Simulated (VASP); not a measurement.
# Zn5Ge2O (P-3m1) in VASP: further runs

Runs on Zn5Ge2O. Level: PBE. Tasks: single point.

Everything below comes from runs of VASP 6.6.1. Logs are shortened: lines on timing, memory, paths and dates and some standing lists are left out, and cuts for length are marked.

## Step 1: The cell of the first run

It takes space group P-3m1 (No. 164, trigonal). The conventional cell has a = 2.948 Å, b = 2.948 Å, c = 14.898 Å, α = 90.00°, β = 90.00°, γ = 120.00°. Within 2.8 Å of Zn (site symmetry 3m) lie 3 O at 2.14 Å and 3 Ge at 2.68 Å. Within 3.4 Å of Zn (site symmetry 3m) lie 9 Zn at 2.59 to 2.95 Å and 3 Ge at 2.73 Å. Zn (site symmetry -3m) has 12 Zn at 2.59 to 2.95 Å within 3.4 Å. Ge (site symmetry 3m) has 6 Zn at 2.68 to 2.73 Å and 6 Ge at 2.95 Å within 3.5 Å. Within 2.8 Å of O (site symmetry -3m) lie 6 Zn at 2.14 Å.

## Step 2: Single point, PBE (14.02 Å³/atom)

Input file INCAR:

```
PREC     = Accurate       # precision mode
ENCUT    = 520            # plane-wave cutoff, eV
EDIFF    = 1E-6           # SCF threshold, eV
ISMEAR   = 0              # smearing method
SIGMA    = 0.1            # smearing width, eV
LREAL    = F              # projectors in reciprocal space
LASPH    = T              # aspherical terms in the spheres
NELM     = 60             # most SCF steps
ALGO     = Normal         # electronic algorithm
ISIF     = 2              # what is computed and relaxed
LWAVE    = F              # write WAVECAR
LCHARG   = F              # write CHGCAR
GGA      = PE             # functional
NBANDS   = 57             # bands
```

Input file KPOINTS:

```
regular mesh
0
Gamma
  12 12 2
```

Input file POSCAR:

```
Zn5Ge2O
1.0
    2.9482203126      0.0000000000      0.0000000000
   -1.4741101563      2.5532336866      0.0000000000
    0.0000000000      0.0000000000     14.8981084184
Zn Ge O
5 2 1
Direct
    0.6666666667      0.3333333333      0.9133291257
    0.3333333333      0.6666666667      0.0866708743
    0.3333333333      0.6666666667      0.3687672664
    0.6666666667      0.3333333333      0.6312327336
    0.0000000000      0.0000000000      0.5000000000
    0.6666666667      0.3333333333      0.2257229881
    0.3333333333      0.6666666667      0.7742770119
    0.0000000000      0.0000000000      0.0000000000
```

Potentials or basis: VASP PAW PBE potentials, release 64 (Zn, Ge_d, O).

Command:

```bash
cat potpaw_PBE.64/Zn/POTCAR potpaw_PBE.64/Ge_d/POTCAR potpaw_PBE.64/O/POTCAR > POTCAR
mpirun -np 1 vasp_std > vasp.out
```

OUTCAR:

```text
PREC = Accurate
   ENCUT = 520
   EDIFF = 1E-6
   ISMEAR = 0
   LREAL = F
   LASPH = T
   NELM = 60
   ISIF = 2
   GGA = PE

 ion  position               nearest neighbor table
   1  0.667  0.333  0.913-   8 2.14   8 2.14   8 2.14   7 2.68   7 2.68   7 2.68
   2  0.333  0.667  0.087-   8 2.14   8 2.14   8 2.14   6 2.68   6 2.68   6 2.68
   3  0.333  0.667  0.369-   5 2.59   5 2.59   5 2.59   6 2.73   6 2.73   6 2.73
   4  0.667  0.333  0.631-   5 2.59   5 2.59   5 2.59   7 2.73   7 2.73   7 2.73
   5  0.000  0.000  0.500-   3 2.59   4 2.59   3 2.59   4 2.59   4 2.59   3 2.59
   6  0.667  0.333  0.226-   2 2.68   2 2.68   2 2.68   3 2.73   3 2.73   3 2.73
   7  0.333  0.667  0.774-   1 2.68   1 2.68   1 2.68   4 2.73   4 2.73   4 2.73
   8  0.000  0.000  0.000-   1 2.14   2 2.14   2 2.14   1 2.14   1 2.14   2 2.14

  LATTYP: Found a hexagonal cell.
 ALAT       =     2.9482203126
 C/A-ratio  =     5.0532547906

  Lattice vectors:

 A1 = (   2.9482203126,   0.0000000000,   0.0000000000)
 A2 = (  -1.4741101563,   2.5532336866,   0.0000000000)
 A3 = (   0.0000000000,   0.0000000000,  14.8981084184)

Analysis of symmetry for initial positions (statically):
=====================================================================
 Subroutine PRICEL returns:
 Original cell was already a primitive cell.

 Routine SETGRP: Setting up the symmetry group for a
 hexagonal supercell.

 Subroutine GETGRP returns: Found 12 space group operations
 (whereof 12 operations were pure point group operations)
 out of a pool of 24 trial point group operations.

The static configuration has the point symmetry D_3d.

Analysis of symmetry for dynamics (positions and initial velocities):
=====================================================================
 Subroutine PRICEL returns:
 Original cell was already a primitive cell.

 Routine SETGRP: Setting up the symmetry group for a
 hexagonal supercell.

 Subroutine GETGRP returns: Found 12 space group operations
 (whereof 12 operations were pure point group operations)
 out of a pool of 24 trial point group operations.

The dynamic configuration has the point symmetry D_3d.

 Subroutine INISYM returns: Found 12 space group operations
 (whereof 12 operations are pure point group operations),
 and found     1 'primitive' translations

----------------------------------------------------------------------------------------

                                     Primitive cell

  volume of cell :     112.1454

  direct lattice vectors                    reciprocal lattice vectors
     2.948220313  0.000000000  0.000000000     0.339187677  0.195830097  0.000000000
    -1.474110156  2.553233687  0.000000000     0.000000000  0.391660194  0.000000000
     0.000000000  0.000000000 14.898108418     0.000000000  0.000000000  0.067122615

  length of vectors
     2.948220313  2.948220313 14.898108418     0.391660194  0.391660194  0.067122615

  position of ions in fractional coordinates (direct lattice)
     0.666666667  0.333333333  0.913329126
     0.333333333  0.666666667  0.086670874
     0.333333333  0.666666667  0.368767266
     0.666666667  0.333333333  0.631232734
     0.000000000  0.000000000  0.500000000
     0.666666667  0.333333333  0.225722988
     0.333333333  0.666666667  0.774277012
     0.000000000  0.000000000  0.000000000

  ion indices of the primitive-cell ions
   primitive index   ion index
                 1           1
                 2           2
                 3           3
                 4           4
                 5           5
                 6           6
                 7           7
                 8           8

----------------------------------------------------------------------------------------

 KPOINTS: regular mesh

Automatic generation of k-mesh.
 Grid dimensions read from file:
 generate k-points for:   12   12    2

 Generating k-lattice:

  Cartesian coordinates                     Fractional coordinates (reciprocal lattice)
     0.028265640  0.016319175  0.000000000     0.083333333 -0.000000000  0.000000000
     0.000000000  0.032638349  0.000000000     0.000000000  0.083333333  0.000000000
     0.000000000  0.000000000  0.033561308     0.000000000  0.000000000  0.500000000

  Length of vectors
     0.032638349  0.032638349  0.033561308

  Shift w.r.t. Gamma in fractional coordinates (k-lattice)
     0.000000000  0.000000000  0.000000000

 Subroutine IBZKPT returns following result:
 ===========================================

 Found     38 irreducible k-points:

 Following reciprocal coordinates:
            Coordinates               Weight
  0.000000  0.000000  0.000000      1.000000
  0.083333 -0.000000  0.000000      6.000000
  0.166667 -0.000000  0.000000      6.000000
  0.250000  0.000000  0.000000      6.000000
  0.333333 -0.000000  0.000000      6.000000
  0.416667 -0.000000  0.000000      6.000000
[... 16 lines left out ...]
  0.250000  0.000000  0.500000      6.000000
  0.333333 -0.000000  0.500000      6.000000
 [... further k-points ...]
   k-points           NKPTS =     38   k-points in BZ     NKDIM =     38   number of bands    NBANDS=     57
   number of dos      NEDOS =    301   number of ions     NIONS =      8
   total plane-waves  NPLWV =  64512
   dimension x,y,z NGX =    24 NGY =   24 NGZ =  112
   dimension x,y,z NGXF=    48 NGYF=   48 NGZF=  224
   ions per type =               5   2   1
   NGX,Y,Z   is equivalent  to a cutoff of  13.53, 13.53, 12.50 a.u.
   NGXF,Y,Z  is equivalent  to a cutoff of  27.07, 27.07, 25.00 a.u.
 SYSTEM =  unknown system
   PREC   = accura    normal or accurate (medium, high low for compatibility)
   ISTART =      0    job   : 0-new  1-cont  2-samecut
   ICHARG =      2    charge: 1-file 2-atom 10-const
   ISPIN  =      1    spin polarized calculation?
   LNONCOLLINEAR =      F non collinear calculations
   LSORBIT =      F    spin-orbit coupling
   LASPH  =      T    aspherical Exc in radial PAW
   ENCUT  =  520.0 eV  38.22 Ry    6.18 a.u.   5.48  5.48 27.70*2*pi/ulx,y,z
   NELM   =     60;   NELMIN=  2; NELMDL= -5     # of ELM steps
   EDIFF  = 0.1E-05   stopping-criterion for ELM
   LREAL  =      F    real-space projection
   EDIFFG = 0.1E-04   stopping-criterion for IOM
   NSW    =      0    number of steps for IOM
   IBRION =     -1    ionic relax: 0-MD 1-quasi-New 2-CG
   NFREE  =      0    steps in history (QN), initial steepest desc. (CG)
   ISIF   =      2    stress and relaxation
   ISYM   =      2    0-nonsym 1-usesym 2-fastsym
   POTIM  = 0.5000    time-step for ionic-motion
   TEBEG  =    0.0;   TEEND  =   0.0 temperature during run
   PSTRESS=    0.0 pullay stress
   NELECT =      94.0000    total number of electrons
   NUPDOWN=      -1.0000    fix difference up-down
   EMIN   =  10.00;   EMAX   =-10.00  energy-range for DOS
   EFERMI =   0.00;   METHOD = LEGACY
   ISMEAR =     0;   SIGMA  =   0.10  broadening in eV -4-tet -1-fermi 0-gaus
   EFERMI_NEDOS =   21; number of points for ismear=-14 and -15
   IALGO  =     38    algorithm
   IMIX   =      4    mixing-type and parameters
     AMIX     =   0.40;   BMIX     =  1.00
     AMIX_MAG =   1.60;   BMIX_MAG =  1.00
  volume/ion in A,a.u.               =      14.02        94.60
  Fermi-wavevector in a.u.,A,eV,Ry     =   1.543560  2.916906 32.416943  2.382578
  Thomas-Fermi vector in A             =   2.649206
   LORBIT       =      0    0 simple, 1 ext, 2 COOP (PROOUT), +10 PAW based schemes
   GGA     = PE    functional components
   LHFCALC =     F    Hartree Fock is set to
   AEXX    =    0.0000 exact exchange contribution
   IVDW    =     0    specifies the selected vdW correction
   LEPSILON=     F    determine dielectric tensor
   LRPA    =     F    only Hartree local field effects (RPA)
 non-spin polarized calculation
 Gauss-broadening in eV      SIGMA  =   0.10
  energy-cutoff  :      520.00
  volume of cell :      112.15
 maximum number of plane-waves:      3074
 NGX is ok and might be reduce to    24
   NGX = 11   NGY = 11   NGZ = 55

 number of electron      93.9999954 magnetization

 Free energy of the ion-electron system (eV)
  ---------------------------------------------------
  ext. energy  EPLUGINS =         0.00000000
  ---------------------------------------------------
  free energy    TOTEN  =       -20.55019922 eV

  energy without entropy =      -20.54041853  energy(sigma->0) =      -20.54530887

 E-fermi :   5.1589     XC(G=0): -11.8617

 val. band max:        5.1438652466   @ k =   0.1667   0.0833   0.0000
 cond. band min:       5.1941589024   @ k =   0.2500   0.2500   0.0000
 fundamental gap:      0.0502936557
 Fermi energy:         5.1588932419

 k-point     1 :       0.0000    0.0000    0.0000
  band No.  band energies     occupation
      1     -19.7826      2.00000
      2     -19.7826      2.00000
      3     -19.7826      2.00000
      4     -19.7826      2.00000
      5     -19.7188      2.00000
      6     -19.7187      2.00000
[... 49 lines left out ...]
     56      16.9332      0.00000
     57      17.0565      0.00000

 k-point     2 :       0.0833   -0.0000    0.0000
  band No.  band energies     occupation
      1     -19.7840      2.00000
      2     -19.7839      2.00000
      3     -19.7759      2.00000
      4     -19.7759      2.00000
      5     -19.7145      2.00000
      6     -19.7144      2.00000
[... 49 lines left out ...]
     56      15.9624      0.00000
     57      16.2583      0.00000

 k-point     3 :       0.1667   -0.0000    0.0000
  band No.  band energies     occupation
      1     -19.7887      2.00000
      2     -19.7887      2.00000
      3     -19.7577      2.00000
      4     -19.7577      2.00000
      5     -19.7020      2.00000
      6     -19.7019      2.00000
[... 1194 lines left out ...]
      1     -19.7966      2.00000
      2     -19.7966      2.00000
      3     -19.7326      2.00000
      4     -19.7326      2.00000
      5     -19.6980      2.00000
      6     -19.6979      2.00000
[... 49 lines left out ...]
     56      12.1402      0.00000
     57      13.1474      0.00000

 k-point    24 :       0.3333   -0.0000    0.5000
  band No.  band energies     occupation
      1     -19.8054      2.00000
      2     -19.8054      2.00000
      3     -19.7125      2.00000
      4     -19.7124      2.00000
      5     -19.7074      2.00000
      6     -19.7074      2.00000
[... 49 lines left out ...]
     56      11.5134      0.00000
     57      12.7938      0.00000

 [... further k-points ...]

------------------------ aborting loop because EDIFF is reached ----------------------------------------

  FORCE on cell =-STRESS in cart. coord.  units (eV):
  Direction    XX          YY          ZZ          XY          YZ          ZX
  --------------------------------------------------------------------------------------
  -------------------------------------------------------------------------------------
  Total        6.2559453      6.2559453      6.2736456      0.0000000     -0.0000000      0.0000000
  in kB       89.3762018     89.3762018     89.6290794      0.0000000     -0.0000000      0.0000000
  external PRESSURE =      89.4604943 kB  Pullay stress =       0.0000000 kB

 VOLUME and BASIS-vectors are now :
 -----------------------------------------------------------------------------
  energy-cutoff  :      520.00
  volume of cell :      112.15
      direct lattice vectors                 reciprocal lattice vectors
     2.948220313  0.000000000  0.000000000     0.339187677  0.195830097  0.000000000
    -1.474110156  2.553233687  0.000000000     0.000000000  0.391660194  0.000000000
     0.000000000  0.000000000 14.898108418     0.000000000  0.000000000  0.067122615

 POSITION                                       TOTAL-FORCE (eV/Angst)
 -----------------------------------------------------------------------------------
      1.47411      0.85108     13.60688        -0.000000     -0.000000     -0.048267
     -0.00000      1.70216      1.29123        -0.000000      0.000000      0.048267
     -0.00000      1.70216      5.49393         0.000000      0.000000     -0.004884
      1.47411      0.85108      9.40417        -0.000000     -0.000000      0.004884
      0.00000      0.00000      7.44905         0.000000      0.000000      0.000000
      1.47411      0.85108      3.36285        -0.000000      0.000000     -0.001656
     -0.00000      1.70216     11.53526        -0.000000      0.000000      0.001656
      0.00000      0.00000      0.00000         0.000000      0.000000      0.000000
 -----------------------------------------------------------------------------------
    total drift:                                0.000000      0.000000      0.000000

  FREE ENERGIE OF THE ION-ELECTRON SYSTEM (eV)
  ---------------------------------------------------
  free  energy   TOTEN  =       -20.5501992212 eV

  energy  without entropy=      -20.5404185285  energy(sigma->0) =      -20.54530887
```

Wall time 5.7 min (1 thread of Intel Xeon 8259CL, shared host); peak memory 0.36 GiB.

Results:

| Item | Value |
| --- | --- |
| Free energy | -20.5502 eV |
| Pressure | 8.9 GPa |
| Largest force | 0.048 eV/Å |
| Band gap on the k mesh | zero (bands 47 and 48 overlap by 3.61 eV) |

Forces in eV/Å, atoms in the order of the input:
```
Zn   0.000  0.000 -0.048
Zn   0.000  0.000  0.048
Zn   0.000  0.000 -0.005
Zn   0.000  0.000  0.005
Zn   0.000  0.000  0.000
Ge   0.000  0.000 -0.002
Ge   0.000  0.000  0.002
O    0.000  0.000  0.000
```

Caveat: the cell stands under pressure.

[end of part 1 of 2]
